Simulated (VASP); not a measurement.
Here is a VASP 6.6.1 calculation.

POSCAR

```
Ru
1.0
    2.7058000000      0.0000000000      0.0000000000
   -1.3529000000      2.3432920000      0.0000000000
    0.0000000000      0.0000000000      4.2819000000
Ru
2
Direct
    0.3333333333      0.6666666667      0.2500000000
    0.6666666667      0.3333333333      0.7500000000
```

Contents of INCAR.step1:

```
SYSTEM = Ru
PREC = Accurate ; ENCUT = 600
ISMEAR = -1 ; SIGMA = 0.1
LREAL = .False. ; LASPH = .True.
NELM = 100 ; GGA = PE
ALGO = Normal ; EDIFF = 1E-4
LWAVE = .True. ; LCHARG = .False.
```

INCAR.step2

```
SYSTEM = Ru
PREC = Accurate ; ENCUT = 600
EDIFF = 1E-6 ; ISMEAR = -1
SIGMA = 0.1 ; LREAL = .False.
LASPH = .True. ; NELM = 100
ALGO = Normal ; ISIF = 3
LWAVE = .False. ; LCHARG = .False.
METAGGA = R2SCAN ; LMIXTAU = .True.
IBRION = 2 ; NSW = 80
EDIFFG = -0.05 ; PSTRESS = 40.0
ISTART = 1
```

KPOINTS

```
regular mesh
0
Gamma
  16 16 9
  0 0 0
```

Potentials or basis: VASP PAW PBE potentials, release 64 (Ru_pv).

Launch:

```bash
$ cat potpaw_PBE.64/Ru_pv/POTCAR > POTCAR
$ cp INCAR.step1 INCAR
$ mpirun -np 1 vasp_std > vasp.out
$ cp INCAR.step2 INCAR
$ mpirun -np 1 vasp_std > vasp.out
```

(1) Estimate the relaxed volume.

(2) Estimate the relaxed cell.

(3) Estimate the band gap on the k mesh.

(4) Predict the space group after relaxing (to 0.1 Å).

Answers

(1) 13.40 Å³/atom.

(2) a = 2.696 Å, b = 2.696 Å, c = 4.257 Å, α = 90.00°, β = 90.00°, γ = 120.00°.

(3) zero (bands 14 and 15 overlap by 3.36 eV).

(4) P6_3/mmc (No. 194).

Caveat: the cell is relaxed towards a set pressure, so the run minimises the enthalpy, not the energy; the PAW data sets were made with another functional, which shifts forces and pressure a little.
